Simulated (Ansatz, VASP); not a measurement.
# SnO2: VASP beside Ansatz

Contents of POSCAR:

```
SnO2
1.0
    0.0000000000      2.5334669704      2.5334669704
    2.5334669704      0.0000000000      2.5334669704
    2.5334669704      2.5334669704      0.0000000000
Sn O
1 2
Direct
    0.0000000000      0.0000000000      0.0000000000
    0.2500000000      0.2500000000      0.2500000000
    0.7500000000      0.7500000000      0.7500000000
```

The input INCAR.step1:

```
SYSTEM = SnO2
ALGO = Normal
EDIFF = 1E-5
ENCUT = 520
GGA = PE
ISIF = 2
ISMEAR = -1
LASPH = .True.
LREAL = .False.
LWAVE = .True.
NBANDS = 20
NELM = 60
PREC = Accurate
SIGMA = 0.001
```

The input INCAR.step2:

```
SYSTEM = SnO2
ALGO = Normal
EDIFF = 1E-7
ENCUT = 520
GGA = PE
HFSCREEN = 0.2079
ISIF = 2
ISMEAR = -1
ISTART = 1
LASPH = .True.
LCHARG = .True.
LELF = .True.
LHFCALC = .True.
LREAL = .False.
LVHAR = .True.
LWAVE = .False.
NBANDS = 20
NELM = 60
PREC = Accurate
PRECFOCK = Normal
SIGMA = 0.001
```

File KPOINTS:

```
k-points
0
Gamma
  4 4 4
  0 0 0
```

Input for Ansatz:

```yaml
crystal:
  lattice:
    - [0.0, 2.5334669704, 2.5334669704]
    - [2.5334669704, 0.0, 2.5334669704]
    - [2.5334669704, 2.5334669704, 0.0]
  atoms:
    - { symbol: Sn, position: [0.0, 0.0, 0.0] }
    - { symbol: O, position: [0.25, 0.25, 0.25] }
    - { symbol: O, position: [0.75, 0.75, 0.75] }
kpoints:
  mp_grid: { grid: [4, 4, 4] }
hamiltonian:
  xc: hse06
scf:
  occupations: { method: fermi_dirac, width: 0.001 }
  n_extra_bands: 4
output:
  forces: true
  stress: true
  eigenvalues: true
```

Alike in both runs: task single point; functional HSE06; k mesh 4 × 4 × 4; occupations fermi-dirac, width 0.001 eV; no spin polarisation.

```csv
,VASP,Ansatz
version,VASP 6.6.1,Ansatz 0.2.0
potentials or method,"VASP PAW PBE potentials, release 64 (Sn_d, O)",plane waves
plane-wave cutoff (eV),520,420
valence electrons in the cell,26,26
```

|  | VASP | Ansatz | Ansatz less VASP |
| --- | --- | --- | --- |
| gap on the k mesh at the Fermi level (eV) | 1.68 | 1.70 | +0.012 |
| pressure (GPa) | -2.0 | -2.9 | -0.88 |

Ansatz's warnings: stress exchange threshold loose, stress scf threshold loose.

The k mesh is coarse, so the values compare programs but aren't converged.
